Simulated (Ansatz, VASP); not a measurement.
## One calculation of Cd2SO, two programs

The input INCAR:

```
SYSTEM = Cd2SO
PREC = Accurate
ENCUT = 700
EDIFF = 1E-6
ISMEAR = -1
SIGMA = 0.02
LREAL = .False.
LASPH = .True.
NELM = 120
ALGO = Normal
ISIF = 2
LWAVE = .False.
LCHARG = .True.
GGA = PE
LELF = .True.
LVHAR = .True.
NBANDS = 34
GGA_COMPAT = .False.
```

File KPOINTS:

```
regular mesh
0
Gamma
  6 6 4
  0 0 0
```

File POSCAR:

```
Cd2SO
1.0
    3.6508323041      0.0000000000      0.0000000000
    0.0000000000      3.6508323041      0.0000000000
    0.0000000000      0.0000000000      5.0328770231
O Cd S
1 2 1
Direct
    0.0000000000      0.0000000000      0.0000000000
    0.0000000000      0.0000000000      0.5000000000
    0.5000000000      0.5000000000      0.0000000000
    0.5000000000      0.5000000000      0.5000000000
```

Input for Ansatz:

```yaml
crystal:
  lattice:
    - [3.6508323041, 0.0, 0.0]
    - [0.0, 3.6508323041, 0.0]
    - [0.0, 0.0, 5.0328770231]
  atoms:
    - { symbol: O, position: [0.0, 0.0, 0.0] }
    - { symbol: Cd, position: [0.0, 0.0, 0.5] }
    - { symbol: S, position: [0.5, 0.5, 0.5] }
    - { symbol: Cd, position: [0.5, 0.5, 0.0] }
kpoints:
  mp_grid: { grid: [6, 6, 4] }
hamiltonian:
  xc: pbe
scf:
  occupations: { method: fermi_dirac, width: 0.02 }
  n_extra_bands: 5
output:
  forces: true
  stress: true
  eigenvalues: true
```

Alike in both runs: task single point; functional PBE; k mesh 6 × 6 × 4; occupations fermi-dirac, width 0.02 eV; no spin polarisation.

|  | VASP | Ansatz |
| --- | --- | --- |
| version | VASP 6.6.1 | Ansatz 0.2.0 |
| potentials or method | VASP PAW PBE potentials, release 64 (O, Cd_sv_GW, S) | plane waves, PAW |
| plane-wave cutoff (eV) | 700 | 420 |
| valence electrons in the cell | 52 | 52 |

```csv
,VASP,Ansatz,Ansatz less VASP
pressure (GPa),2.8,2.9,+0.11
```
